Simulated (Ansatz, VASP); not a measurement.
One calculation of BaS, two programs

```xyz
2
Lattice="0.0000 3.4218 3.4218 3.4218 0.0000 3.4218 3.4218 3.4218 0.0000" Properties=species:S:1:pos:R:3 pbc="T T T"
Ba    0.0000    0.0000    0.0000
S     1.7109    1.7109    1.7109
```

Alike in both runs: task single point; functional PBEsol; k mesh 8 × 8 × 8; occupations gaussian, width 0.05 eV; no spin polarisation.

```csv
,VASP,Ansatz
version,VASP 6.6.1,Ansatz 0.2.0
potentials or method,"VASP PAW PBE potentials, release 64 (Ba_sv, S), cutoff 520 eV","scalar-relativistic, plane waves, PAW"
valence electrons in the cell,16,16
```

VASP gave:

```
gap on the k mesh at the Fermi level (eV) : 2.73
least direct gap on the mesh (eV)         : 3.31
pressure (GPa)                            : 1.9
```

**Question.** Estimate Ansatz's values.

**Answer.** gap on the k mesh at the Fermi level (eV): 2.71; least direct gap on the mesh (eV): 3.35; pressure (GPa): 1.3.

VASP's potentials were made for PBE, not for PBEsol. The functional is the same, so the differences come from potentials, cutoffs and numerics.

Neither program's run includes spin-orbit coupling.
